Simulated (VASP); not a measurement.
PbS, 2 atoms in the cell. It takes space group R3m (No. 160, trigonal). The conventional cell has a = 4.225 Å, b = 4.225 Å, c = 10.356 Å, α = 90.00°, β = 90.00°, γ = 120.00°. Pb (site symmetry 3m) has 6 S at 2.96 to 3.02 Å within 3.9 Å. S (site symmetry 3m) has 6 Pb at 2.96 to 3.02 Å within 3.9 Å. 

| Quantity | Value |
| --- | --- |
| Program | VASP 6.6.1 |
| Task | single point |
| Functional | LDA |
| Potentials or basis | VASP PAW LDA potentials, release 64 (Pb_d, S) |
| Cutoff | 520 eV |
| k mesh | 6 × 6 × 6 |
| Occupations | gaussian, width 0.01 eV |
| Spin | no spin polarisation |
| Dipole correction | no |
| Further INCAR settings | ALGO = Normal; EDIFF = 1e-06; NBANDS = 17 |

Potentials or basis: VASP PAW LDA potentials, release 64 (Pb_d, S).

Run with:

```sh
$ cat potpaw_LDA.64/Pb_d/POTCAR potpaw_LDA.64/S/POTCAR > POTCAR
$ mpirun -np 1 vasp_std > vasp.out
```

Hardware: 1 thread of Intel Xeon 6975P-C, on a shared host.

Problem. How long does it take, and how much memory?

Solution. Wall time 11 s on 1 thread of Intel Xeon 6975P-C, on a shared host, peak memory 0.16 GiB. Counts: scf iterations 12, k points 32.
